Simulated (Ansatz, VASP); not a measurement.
## Two plane-wave programs on LiAlF4

```
Li Al F
1.0
     5.50240    0.00000    0.00000
     0.00000    5.50240    0.00000
     0.00000    0.00000    9.38194
Li Al F
2 2 8
Direct
  0.00000 0.50000 0.00000
  0.50000 0.00000 0.50000
  0.00000 0.00000 0.25000
  0.00000 0.00000 0.75000
  0.00000 0.25187 0.14586
  0.00000 0.74813 0.14586
  0.00000 0.25187 0.85413
  0.00000 0.74813 0.85413
  0.25187 0.00000 0.35413
  0.74813 0.00000 0.35413
  0.25187 0.00000 0.64587
  0.74813 0.00000 0.64587
```

Alike in both runs: functional PBE; k mesh 4 × 4 × 4; occupations gaussian, width 0.02 eV; no spin polarisation.

Ansatz relaxed the structure, and its values are those at the end. VASP's run is a single point on that final structure, the one shown.

```csv
,VASP,Ansatz
version,VASP 6.6.1,Ansatz 0.2.0
potentials or method,"VASP PAW PBE potentials, release 64 (Li_sv, Al, F), cutoff 520 eV","scalar-relativistic, plane waves, PAW"
valence electrons in the cell,68,68
```

```tsv
	VASP	Ansatz	Ansatz less VASP
gap on the k mesh at the Fermi level (eV)	6.65	6.66	+0.012
least direct gap on the mesh (eV)	6.66	6.67	+0.012
rms of the force components (eV/Å)	0.037	0.000	-0.0367
```

Noted on VASP's run: the cutoff is short for stress, so the pressure is rough.
